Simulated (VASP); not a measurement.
Input of a VASP 6.6.1 run:

Contents of INCAR:

```
ALGO = Normal
EDIFF = 1E-6
ENCUT = 500
GGA = PS
GGA_COMPAT = False
ISIF = 2
ISMEAR = 0
LASPH = True
LCHARG = False
LMAXMIX = 4
LORBIT = 11
LORBMOM = True
LREAL = False
LSORBIT = True
LWAVE = False
MAGMOM = 0 0 0 0 0 0
NBANDS = 30
NELM = 200
PREC = Accurate
SIGMA = 0.01
```

Contents of KPOINTS:

```
k-points
0
Gamma
  6 6 6
```

POSCAR

```
AgI
1.0
    2.9841364142      2.9841364142      0.0000000000
   -2.9841364142      2.9841364142      0.0000000000
    0.0000000000      2.9841364142      2.9841364142
Ag I
1 1
Direct
    0.0000000000      0.0000000000      0.0000000000
    0.7500000000      0.2500000000      0.5000000000
```

Potentials or basis: VASP PAW PBE potentials, release 64 (Ag, I).

Run with:

```console
$ cat potpaw_PBE.64/Ag/POTCAR potpaw_PBE.64/I/POTCAR > POTCAR
$ mpirun -np 1 vasp_ncl > vasp.out
```

**Question.** Predict the net moment.

**Answer.** 0.00 μB per cell.

**Question.** Predict the pressure.

**Answer.** 14.9 GPa.

Moments on the atoms (μB; x, y, z):
```
Ag  0.00 0.00 0.00
I   0.00 0.00 0.00
```

Caveat: the PAW data sets were made with another functional, which shifts forces and pressure a little.
